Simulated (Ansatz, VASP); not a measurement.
GaN in VASP and in Ansatz

Contents of INCAR:

```
  PREC = Accurate
  ENCUT = 520
  EDIFF = 1E-6
  ISMEAR = 0
  SIGMA = 0.01
  LREAL = F
  LASPH = T
  NELM = 150
  ALGO = Normal
  ISIF = 2
  LWAVE = F
  LCHARG = F
  LNONCOLLINEAR = T
  MAGMOM = 0 0 0 0 0 0
  LORBIT = 11
  LSORBIT = T
  GGA_COMPAT = F
  LORBMOM = T
  GGA = PS
  NBANDS = 30
```

The input KPOINTS:

```
Automatic mesh
0
Gamma
  10 10 10
```

POSCAR

```
GaN
1.0
    2.2378915854      2.2378915854      0.0000000000
   -2.2378915854      2.2378915854      0.0000000000
    0.0000000000      2.2378915854      2.2609215658
Ga N
1 1
Direct
    0.0000000000      0.0000000000      0.0000000000
    0.2500000000      0.7500000000      0.5000000000
```

Input for Ansatz:

```yaml
crystal:
  lattice:
    - [2.23789158544, 2.23789158544, 0.0]
    - [-2.23789158544, 2.23789158544, 0.0]
    - [0.0, 2.23789158544, 2.26092156575]
  atoms:
    - { symbol: Ga, position: [0.0, 0.0, 0.0] }
    - { symbol: "N", position: [0.25, 0.75, 0.5] }
kpoints:
  mp_grid: { grid: [10, 10, 10] }
scf:
  occupations: { method: fixed }
  convergence: { dr2_threshold: 1.0e-10 }
hamiltonian:
  xc: pbesol
  pseudopotentials: { kind: all_electron, lapw: { basis_error: 0.0005 } }
magnetization:
  noncollinear: true
  spin_orbit: true
output:
  forces: true
  stress: true
  eigenstates:
    kpoints:
      - [0.0, 0.0, 0.0]
      - [-0.5, -0.5, -0.5]
      - [-0.5, 0.5, 0.0]
      - [0.0, 0.0, -0.5]
      - [0.0, -0.5, -0.5]
      - [0.0, 0.5, 0.0]
      - [-0.5, 0.0, 0.0]
      - [-0.5, 0.0, -0.5]
  eigenvalues: true
```

Change from the starting cell: film at in-plane strain -0.005.

Alike in both runs: task single point; functional PBEsol; k mesh 10 × 10 × 10; non-collinear spin, spin-orbit coupling.

```csv
,VASP,Ansatz
version,VASP 6.6.1,Ansatz 0.2.0
potentials or method,"VASP PAW PBE potentials, release 64 (Ga_d, N), cutoff 520 eV",all-electron LAPW
occupations,"gaussian, width 0.01 eV",fixed
```

|  | VASP | Ansatz | Ansatz less VASP |
| --- | --- | --- | --- |
| pressure (GPa) | 0.7 | 0.8 | +0.19 |
| traceless stress, the component that is largest in VASP (GPa) | -0.87 | -0.86 | +0.007 |
| net moment per atom (μB) | 0.00 | 0.00 | 0.000 |

VASP's potentials were made for PBE, not for PBEsol. Ansatz ran all-electron here, and VASP with PAW potentials.
